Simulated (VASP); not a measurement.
Here is a VASP 6.6.1 calculation.

Contents of INCAR:

```
SYSTEM = Hf
ALGO     = Fast           ! electronic algorithm
EDIFF    = 1E-6           ! SCF threshold, eV
ENCUT    = 520            ! plane-wave cutoff, eV
GGA      = PE             ! functional
ISIF     = 2              ! what is computed and relaxed
ISMEAR   = 0              ! smearing method
LASPH    = .True.         ! aspherical terms in the spheres
LCHARG   = .True.         ! write CHGCAR
LELF     = .True.         ! ELF
LREAL    = .False.        ! projectors in reciprocal space
LVHAR    = .True.       
LWAVE    = .False.        ! write WAVECAR
NBANDS   = 11             ! bands
NELM     = 80             ! most SCF steps
PREC     = Accurate       ! precision mode
SIGMA    = 0.1            ! smearing width, eV
```

The input KPOINTS:

```
k-points
0
Gamma
  24 24 24
  0 0 0
```

The input POSCAR:

```
Hf
1.0
    1.5855899050      0.9154407585      2.5892169596
   -1.5855899050      0.9154407585      2.5892169596
    0.0000000000     -1.8308815169      2.5892169596
Hf
1
Direct
    0.0000000000      0.0000000000      0.0000000000
```

Potentials or basis: VASP PAW PBE potentials, release 64 (Hf_pv).

Command:

```sh
$ cat potpaw_PBE.64/Hf_pv/POTCAR > POTCAR
$ mpirun -np 1 vasp_std > vasp.out
```

Estimate the pressure.

-0.4 GPa.

Estimate the band gap on the k mesh.

zero (bands 5 and 6 overlap by 2.00 eV).

Caveat: spin-orbit coupling is left out, which moves the levels of the heavy elements.
